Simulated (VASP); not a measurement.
Set up this calculation in VASP 6.6.1, as the native input.

```yaml
Task: single point
Functional: PBE
Potentials_or_basis: VASP PAW PBE potentials, release 64 (Mo_sv, S)
Cutoff: 520 eV
k_mesh: 13 × 13 × 13
Occupations: fermi-dirac, width 0.05 eV
Spin: no spin polarisation
Dipole_correction: no
Further_INCAR_settings: ALGO = Normal; EDIFF = 1e-06; NBANDS = 20
```

The structure of MoS2 lies in POSCAR:

```
MoS2
1.0
    1.5815003568      0.9130796567      6.2457966000
   -1.5815003568      0.9130796567      6.2457966000
    0.0000000000     -1.8261593134      6.2457966000
Mo S
1 2
Direct
    0.0000000000      0.0000000000      0.0000000000
    0.7484000000      0.7484000000      0.7484000000
    0.5849000000      0.5849000000      0.5849000000
```

This cell differs from its parent crystal: zz strain of +2 %.

The input as run:

INCAR

```
SYSTEM = MoS2
PREC     = Accurate       ! precision mode
ENCUT    = 520            ! plane-wave cutoff, eV
EDIFF    = 1E-6           ! SCF threshold, eV
ISMEAR   = -1             ! smearing method
SIGMA    = 0.05           ! smearing width, eV
LREAL    = .FALSE.        ! projectors in reciprocal space
LASPH    = .TRUE.         ! aspherical terms in the spheres
NELM     = 100            ! most SCF steps
ALGO     = Normal         ! electronic algorithm
ISIF     = 2              ! what is computed and relaxed
LWAVE    = .FALSE.        ! write WAVECAR
LCHARG   = .TRUE.         ! write CHGCAR
GGA      = PE             ! functional
LELF     = .TRUE.         ! ELF
LVHAR    = .TRUE.       
NBANDS   = 20             ! bands
```

KPOINTS

```
Automatic mesh
0
G
  13 13 13
  0 0 0
```

Potentials or basis: VASP PAW PBE potentials, release 64 (Mo_sv, S).

Launch:

```sh
$ cat potpaw_PBE.64/Mo_sv/POTCAR potpaw_PBE.64/S/POTCAR > POTCAR
$ mpirun -np 1 vasp_std > vasp.out
```

It gave:

| Property | Result |
| --- | --- |
| Pressure | 5.6 GPa |
| Largest force | 0.652 eV/Å |
| Band gap on the k mesh | 1.02 eV, indirect (least direct gap 1.85 eV) |

Caveat: the cell differs from its parent crystal (zz strain of +2 %).

It took 5.7 min on 1 thread of Intel(R) Xeon(R) 6975P-C (Granite Rapids), on a shared host, peak memory 0.47 GiB.
